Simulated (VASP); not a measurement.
# ZrTa2C2 (R-3m) in VASP: further runs

ZrTa2C2 is run at these levels: PBE; tasks: relaxation of cell and atoms, single point.

Program: VASP 6.6.1. These are calculated values, not measurements. Logs are shortened: lines on timing, memory, paths and dates and some standing lists are left out, and cuts for length are marked.

**1. The cell of the first run**

Symmetry: R-3m, No. 166, trigonal system. The conventional cell has a = 3.198 Å, b = 3.198 Å, c = 23.014 Å, α = 90.00°, β = 90.00°, γ = 120.00°. Within 3.3 Å of Zr (site symmetry -3m) lie 6 C at 2.35 Å and 6 Zr at 3.20 Å and 6 Ta at 3.20 Å. Within 2.9 Å of Ta (site symmetry 3m) lie 3 C at 2.18 Å. C (site symmetry 3m) has 3 Ta at 2.18 Å and 3 Zr at 2.35 Å within 2.9 Å.

The cell was built from a structure type or drawn by symmetry, and may not be a known phase.

**2. Relaxation of cell and atoms, PBE**

Input file INCAR:

```
SYSTEM = ZrTa2C2
PREC = Accurate
ENCUT = 600
EDIFF = 1E-6
ISMEAR = 0
SIGMA = 0.1
LREAL = .False.
LASPH = .True.
NELM = 60
ALGO = Normal
ISIF = 3
LWAVE = .False.
LCHARG = .False.
GGA = PE
IBRION = 2
NSW = 100
EDIFFG = -0.01
```

Input file KPOINTS:

```
Automatic mesh
0
Gamma
  12 12 12
  0 0 0
```

Input file POSCAR:

```
ZrTa2C2
1.0
    1.5988697000      0.9231079000      7.6714688000
   -1.5988697000      0.9231079000      7.6714688000
    0.0000000000     -1.8462158000      7.6714688000
Zr Ta C
1 2 2
Direct
    0.0000000000      0.0000000000      0.0000000000
    0.2197480000      0.2197480000      0.2197480000
    0.7802520000      0.7802520000      0.7802520000
    0.3964490000      0.3964490000      0.3964490000
    0.6035510000      0.6035510000      0.6035510000
```

Potentials or basis: VASP PAW PBE potentials, release 64 (Zr_sv, Ta_pv, C).

The run is started by

```console
$ cat potpaw_PBE.64/Zr_sv/POTCAR potpaw_PBE.64/Ta_pv/POTCAR potpaw_PBE.64/C/POTCAR > POTCAR
$ mpirun -np 1 vasp_std > vasp.out
```

OUTCAR:

```text
SYSTEM = ZrTa2C2
   PREC = Accurate
   ENCUT = 600
   EDIFF = 1E-6
   ISMEAR = 0
   LREAL = .False.
   LASPH = .True.
   NELM = 60
   ISIF = 3
   GGA = PE
   IBRION = 2
   NSW = 100
   EDIFFG = -0.01

 ion  position               nearest neighbor table
   1  0.000  0.000  0.000-   5 2.35   5 2.35   4 2.35   4 2.35   5 2.35   4 2.35   2 3.20   3 3.20
                             2 3.20   3 3.20   2 3.20   3 3.20
   2  0.220  0.220  0.220-   5 2.18   5 2.18   5 2.18   3 3.06   3 3.06   3 3.06   1 3.20   1 3.20
                             1 3.20
   3  0.780  0.780  0.780-   4 2.18   4 2.18   4 2.18   2 3.06   2 3.06   2 3.06   1 3.20   1 3.20
                             1 3.20
   4  0.396  0.396  0.396-   3 2.18   3 2.18   3 2.18   1 2.35   1 2.35   1 2.35
   5  0.604  0.604  0.604-   2 2.18   2 2.18   2 2.18   1 2.35   1 2.35   1 2.35

  LATTYP: Found a trigonal (rhomboedric) cell.
 ALAT       =     7.8904971999
 COS(alpha) =     0.9178802850

  Lattice vectors:

 A1 = (   1.5988697000,   0.9231079000,   7.6714688000)
 A2 = (  -1.5988697000,   0.9231079000,   7.6714688000)
 A3 = (   0.0000000000,  -1.8462158000,   7.6714688000)

Analysis of symmetry for initial positions (statically):
=====================================================================
 Subroutine PRICEL returns:
 Original cell was already a primitive cell.

 Routine SETGRP: Setting up the symmetry group for a
 trigonal (rhombohedral) supercell.

 Subroutine GETGRP returns: Found 12 space group operations
 (whereof 12 operations were pure point group operations)
 out of a pool of 12 trial point group operations.

The static configuration has the point symmetry D_3d.

Analysis of symmetry for dynamics (positions and initial velocities):
=====================================================================
 Subroutine PRICEL returns:
 Original cell was already a primitive cell.

 Routine SETGRP: Setting up the symmetry group for a
 trigonal (rhombohedral) supercell.

 Subroutine GETGRP returns: Found 12 space group operations
 (whereof 12 operations were pure point group operations)
 out of a pool of 12 trial point group operations.

The dynamic configuration has the point symmetry D_3d.

 Subroutine INISYM returns: Found 12 space group operations
 (whereof 12 operations are pure point group operations),
 and found     1 'primitive' translations

----------------------------------------------------------------------------------------

                                     Primitive cell

  volume of cell :      67.9353

  direct lattice vectors                    reciprocal lattice vectors
     1.598869700  0.923107900  7.671468800     0.312720918  0.180549497  0.043451045
    -1.598869700  0.923107900  7.671468800    -0.312720918  0.180549497  0.043451045
     0.000000000 -1.846215800  7.671468800     0.000000000 -0.361098993  0.043451045

  length of vectors
     7.890497200  7.890497200  7.890497217     0.363703844  0.363703844  0.363703830

  position of ions in fractional coordinates (direct lattice)
     0.000000000  0.000000000  0.000000000
     0.219748000  0.219748000  0.219748000
     0.780252000  0.780252000  0.780252000
     0.396449000  0.396449000  0.396449000
     0.603551000  0.603551000  0.603551000

  ion indices of the primitive-cell ions
   primitive index   ion index
                 1           1
                 2           2
                 3           3
                 4           4
                 5           5

----------------------------------------------------------------------------------------

 KPOINTS: Automatic mesh

Automatic generation of k-mesh.
 Grid dimensions read from file:
 generate k-points for:   12   12   12

 Generating k-lattice:

  Cartesian coordinates                     Fractional coordinates (reciprocal lattice)
     0.026060076  0.015045791  0.003620920     0.083333333  0.000000000 -0.000000000
    -0.026060076  0.015045791  0.003620920     0.000000000  0.083333333 -0.000000000
     0.000000000 -0.030091583  0.003620920    -0.000000000 -0.000000000  0.083333333

  Length of vectors
     0.030308654  0.030308654  0.030308653

  Shift w.r.t. Gamma in fractional coordinates (k-lattice)
     0.000000000  0.000000000  0.000000000

 Subroutine IBZKPT returns following result:
 ===========================================

 Found    189 irreducible k-points:

 Following reciprocal coordinates:
            Coordinates               Weight
  0.000000  0.000000  0.000000      1.000000
  0.083333  0.000000 -0.000000      6.000000
  0.166667  0.000000 -0.000000      6.000000
  0.250000  0.000000 -0.000000      6.000000
  0.333333  0.000000 -0.000000      6.000000
  0.416667  0.000000 -0.000000      6.000000
[... 16 lines left out ...]
  0.500000  0.166667  0.000000     12.000000
 -0.416667  0.166667  0.000000     12.000000
 [... further k-points ...]
   k-points           NKPTS =    189   k-points in BZ     NKDIM =    189   number of bands    NBANDS=     25
   number of dos      NEDOS =    301   number of ions     NIONS =      5
   total plane-waves  NPLWV = 262144
   dimension x,y,z NGX =    64 NGY =   64 NGZ =   64
   dimension x,y,z NGXF=   128 NGYF=  128 NGZF=  128
   ions per type =               1   2   2
   NGX,Y,Z   is equivalent  to a cutoff of  13.48, 13.48, 13.48 a.u.
   NGXF,Y,Z  is equivalent  to a cutoff of  26.97, 26.97, 26.97 a.u.
 SYSTEM =  ZrTa2C2
   PREC   = accura    normal or accurate (medium, high low for compatibility)
   ISTART =      0    job   : 0-new  1-cont  2-samecut
   ICHARG =      2    charge: 1-file 2-atom 10-const
   ISPIN  =      1    spin polarized calculation?
   LNONCOLLINEAR =      F non collinear calculations
   LSORBIT =      F    spin-orbit coupling
   LASPH  =      T    aspherical Exc in radial PAW
   ENCUT  =  600.0 eV  44.10 Ry    6.64 a.u.  15.76 15.76 15.76*2*pi/ulx,y,z
   NELM   =     60;   NELMIN=  2; NELMDL= -5     # of ELM steps
   EDIFF  = 0.1E-05   stopping-criterion for ELM
   LREAL  =      F    real-space projection
   EDIFFG = -.1E-01   stopping-criterion for IOM
   NSW    =    100    number of steps for IOM
   IBRION =      2    ionic relax: 0-MD 1-quasi-New 2-CG
   NFREE  =      1    steps in history (QN), initial steepest desc. (CG)
   ISIF   =      3    stress and relaxation
   ISYM   =      2    0-nonsym 1-usesym 2-fastsym
   POTIM  = 0.5000    time-step for ionic-motion
   TEBEG  =    0.0;   TEEND  =   0.0 temperature during run
   PSTRESS=    0.0 pullay stress
   NELECT =      42.0000    total number of electrons
   NUPDOWN=      -1.0000    fix difference up-down
   EMIN   =  10.00;   EMAX   =-10.00  energy-range for DOS
   EFERMI =   0.00;   METHOD = LEGACY
   ISMEAR =     0;   SIGMA  =   0.10  broadening in eV -4-tet -1-fermi 0-gaus
   EFERMI_NEDOS =   21; number of points for ismear=-14 and -15
   IALGO  =     38    algorithm
   IMIX   =      4    mixing-type and parameters
     AMIX     =   0.40;   BMIX     =  1.00
     AMIX_MAG =   1.60;   BMIX_MAG =  1.00
  volume/ion in A,a.u.               =      13.59        91.69
  Fermi-wavevector in a.u.,A,eV,Ry     =   1.394632  2.635472 26.463293  1.944997
  Thomas-Fermi vector in A             =   2.518162
   LORBIT       =      0    0 simple, 1 ext, 2 COOP (PROOUT), +10 PAW based schemes
   GGA     = PE    functional components
   LHFCALC =     F    Hartree Fock is set to
   AEXX    =    0.0000 exact exchange contribution
   IVDW    =     0    specifies the selected vdW correction
   LEPSILON=     F    determine dielectric tensor
   LRPA    =     F    only Hartree local field effects (RPA)
 conjugate gradient relaxation of ions
 non-spin polarized calculation
 Gauss-broadening in eV      SIGMA  =   0.10
  energy-cutoff  :      600.00
  volume of cell :       67.94
 maximum number of plane-waves:      2290
   NGX = 31   NGY = 31   NGZ = 31

--------------------------------------- Ionic step        1  -------------------------------------------

 number of electron      42.0000001 magnetization

 Free energy of the ion-electron system (eV)
  ---------------------------------------------------
  ext. energy  EPLUGINS =         0.00000000
  ---------------------------------------------------
  free energy    TOTEN  =       -54.20899380 eV

  energy without entropy =      -54.20318899  energy(sigma->0) =      -54.20609140

------------------------ aborting loop because EDIFF is reached ----------------------------------------

  FORCE on cell =-STRESS in cart. coord.  units (eV):
  Direction    XX          YY          ZZ          XY          YZ          ZX
  --------------------------------------------------------------------------------------
  -------------------------------------------------------------------------------------
  Total        0.1098177      0.1098177      0.1056509      0.0000000      0.0000000      0.0000000
  in kB        2.5899278      2.5899281      2.4916577      0.0000000      0.0000000      0.0000000
  external PRESSURE =       2.5571712 kB  Pullay stress =       0.0000000 kB
[... 219 lines left out ...]
  energy  without entropy=      -54.2032854979  energy(sigma->0) =      -54.20617452

--------------------------------------- Ionic step        7  -------------------------------------------

 number of electron      42.0000001 magnetization

 Free energy of the ion-electron system (eV)
  ---------------------------------------------------
  ext. energy  EPLUGINS =         0.00000000
  ---------------------------------------------------
  free energy    TOTEN  =       -54.20907081 eV

  energy without entropy =      -54.20333294  energy(sigma->0) =      -54.20620188

 E-fermi :   7.8556     XC(G=0): -12.4727

 val. band max:        7.8454342715   @ k =   0.3333   0.2500   0.1667
 cond. band min:       7.8633139383   @ k =   0.4167   0.3333   0.1667
 fundamental gap:      0.0178796668
 Fermi energy:         7.8555943529

 k-point     1 :       0.0000    0.0000    0.0000
  band No.  band energies     occupation
      1     -40.6430      2.00000
      2     -26.8118      2.00000
      3     -26.4761      2.00000
      4     -26.4761      2.00000
      5     -26.4644      2.00000
      6     -26.4159      2.00000
[... 661 lines left out ...]
     24      11.1901      0.00000
     25      11.5427      0.00000

 [... further k-points ...]

------------------------ aborting loop because EDIFF is reached ----------------------------------------

  FORCE on cell =-STRESS in cart. coord.  units (eV):
  Direction    XX          YY          ZZ          XY          YZ          ZX
  --------------------------------------------------------------------------------------
  -------------------------------------------------------------------------------------
  Total       -0.0105380     -0.0105380     -0.0076069      0.0000000     -0.0000000      0.0000000
  in kB       -0.2483102     -0.2483103     -0.1792442      0.0000000     -0.0000000      0.0000000
  external PRESSURE =      -0.2252882 kB  Pullay stress =       0.0000000 kB
[... 20 lines left out ...]
  FREE ENERGIE OF THE ION-ELECTRON SYSTEM (eV)
  ---------------------------------------------------
  free  energy   TOTEN  =       -54.2090708096 eV

  energy  without entropy=      -54.2033329420  energy(sigma->0) =      -54.20620188

 reached required accuracy - stopping structural energy minimisation
```

It took 1.8 h on 1 thread of AMD EPYC 7R13 (Zen 3), shared host; peak memory 0.88 GiB.

What came out:

- Free energy: -54.2091 eV
- Relaxed volume: 13.60 Å³/atom
- Relaxed cell: a = 7.893 Å, b = 7.893 Å, c = 7.893 Å, α = 23.38°, β = 23.38°, γ = 23.38°
- Space group after relaxing (to 0.1 Å): R-3m (No. 166)
- Energy gained by relaxing: 0.0 meV/atom
- Ionic steps: 7
- Pressure after relaxing: 0.0 GPa
- Band gap on the k mesh: zero (bands 21 and 22 overlap by 0.83 eV)

Final structure:
```yaml
crystal:
  lattice:
    - [1.59936, 0.92339, 7.67347]
    - [-1.59936, 0.92339, 7.67347]
    - [0.00000, -1.84678, 7.67347]
  atoms:
    - { symbol: Zr, position: [0.00000, 0.00000, 0.00000] }
    - { symbol: Ta, position: [0.21970, 0.21970, 0.21970] }
    - { symbol: Ta, position: [0.78030, 0.78030, 0.78030] }
    - { symbol: C, position: [0.39643, 0.39643, 0.39643] }
    - { symbol: C, position: [0.60357, 0.60357, 0.60357] }
```

Caveat: spin-orbit coupling is left out, which moves the levels of the heavy elements.

**3. Single point, PBE**

Input file INCAR:

```
PREC = Accurate
ENCUT = 520
EDIFF = 1E-6
ISMEAR = 0
SIGMA = 0.1
LREAL = False
LASPH = True
NELM = 100
ALGO = Normal
ISIF = 2
LWAVE = False
LCHARG = False
GGA = PE
NBANDS = 29
```

Input file KPOINTS:

```
regular mesh
0
Gamma
  6 6 6
```

POSCAR is that of step 2.

Potentials or basis: VASP PAW PBE potentials, release 64 (Zr_sv, Ta_pv, C).

The run is started by

```console
$ cat potpaw_PBE.64/Zr_sv/POTCAR potpaw_PBE.64/Ta_pv/POTCAR potpaw_PBE.64/C/POTCAR > POTCAR
$ mpirun -np 1 vasp_std > vasp.out
```

Wall time 10 min (1 thread of Intel Xeon 8259CL, shared host); peak memory 0.52 GiB.

Results (log left out):

```yaml
Free_energy: -54.2520 eV
Pressure: 0.0 GPa
Largest_force: 0.079 eV/Å
Band_gap_on_the_k_mesh: zero (bands 21 and 22 overlap by 0.54 eV)
```

Forces on the atoms (eV/Å):
```
Zr   0.000  0.000  0.000
Ta   0.000  0.000 -0.079
Ta   0.000  0.000  0.079
C    0.000  0.000 -0.007
C    0.000  0.000  0.007
```

Stress tensor (GPa, compression positive):
```
-0.08  0.00  0.00
 0.00 -0.08  0.00
 0.00  0.00  0.30
```

Levels at points of the mesh, in eV from the Fermi level:
```csv
k point,band 19,band 20,band 21,band 22,band 23,band 24
"(0.00, 0.00, 0.00)",-2.25,0.03,0.55,0.55,1.14,1.14
"(0.50, 0.00, 0.00)",-2.39,-1.55,-0.84,0.36,2.06,3.50
"(0.50, 0.50, 0.00)",-2.79,-1.71,-0.77,1.20,2.41,2.85
"(0.50, 0.50, 0.50)",-1.48,-0.74,0.02,0.02,1.84,1.84
```

Caveat: the k points lie up to 0.38 Å⁻¹ apart, too coarse for converged energies and pressures of a metal; spin-orbit coupling is left out, which moves the levels of the heavy elements.

**4. Single point, PBE**

Input file INCAR:

```
PREC = Accurate
ENCUT = 520
EDIFF = 1E-6
ISMEAR = 0
SIGMA = 0.1
LREAL = F
LASPH = T
NELM = 60
ALGO = Normal
ISIF = 2
LWAVE = F
LCHARG = T
GGA = PE
LELF = T
LVHAR = T
NBANDS = 29
```

Input file KPOINTS:

```
regular mesh
0
Gamma
  12 12 12
```

POSCAR, as its differences from that of step 3:

```diff
@@ -2,5 +2,5 @@
 1.0
-    1.5988697000      0.9231079000      7.6714688000
-   -1.5988697000      0.9231079000      7.6714688000
-    0.0000000000     -1.8462158000      7.6714688000
+    1.5988697418      0.9231078758      7.6714688000
+   -1.5988697418      0.9231078758      7.6714688000
+    0.0000000000     -1.8462157517      7.6714688000
 Zr Ta C
```

The run is started by

```console
$ cat potpaw_PBE.64/Zr_sv/POTCAR potpaw_PBE.64/Ta_pv/POTCAR potpaw_PBE.64/C/POTCAR > POTCAR
$ mpirun -np 1 vasp_std > vasp.out
```

Run time: 53 min. Hardware: 1 thread of Intel Xeon 8259CL, shared host; peak memory 0.76 GiB.

Results (log left out):

| Quantity | Value |
| --- | --- |
| Free energy | -54.2061 eV |
| Pressure | 0.3 GPa |
| Largest force | 0.031 eV/Å |
| Band gap on the k mesh | zero (bands 21 and 22 overlap by 0.82 eV) |

Forces on the atoms (eV/Å):
```
Zr   0.000  0.000  0.000
Ta   0.000  0.000 -0.031
Ta   0.000  0.000  0.031
C    0.000  0.000 -0.011
C    0.000  0.000  0.011
```

Levels at points of the mesh, in eV from the Fermi level:
```tsv
k point	band 18	band 19	band 20	band 21	band 22	band 23	band 24	band 25
(0.00, 0.00, 0.00)	-2.57	-2.15	0.12	0.64	0.64	1.24	1.24	1.50
(0.50, 0.00, 0.00)	-2.42	-2.30	-1.46	-0.74	0.45	2.15	3.59	3.71
(0.50, 0.50, 0.00)	-2.92	-2.70	-1.62	-0.67	1.29	2.49	2.94	3.87
(0.50, 0.50, 0.50)	-2.81	-1.39	-0.65	0.10	0.10	1.93	1.93	2.58
```

Caveat: spin-orbit coupling is left out, which moves the levels of the heavy elements.

**5. Summary**

```csv
task,cell,k mesh,cutoff (eV),gap on the mesh (eV),pressure (GPa),largest force (eV/Å)
relaxation of cell and atoms,relaxed,12 × 12 × 12,600,none,0.0,-
single point,as given,6 × 6 × 6,520,none,0.0,0.08
single point,as given,12 × 12 × 12,520,none,0.3,0.03
```

Alike in all rows: level PBE; potentials or basis VASP PAW PBE potentials, release 64 (Zr_sv, Ta_pv, C); no spin polarisation; smearing gaussian 0.1 eV.

Caveats: some runs use coarse meshes; spin-orbit coupling is left out, which moves the levels of the heavy elements.

Absolute energies hang on the potentials; compare differences alone.
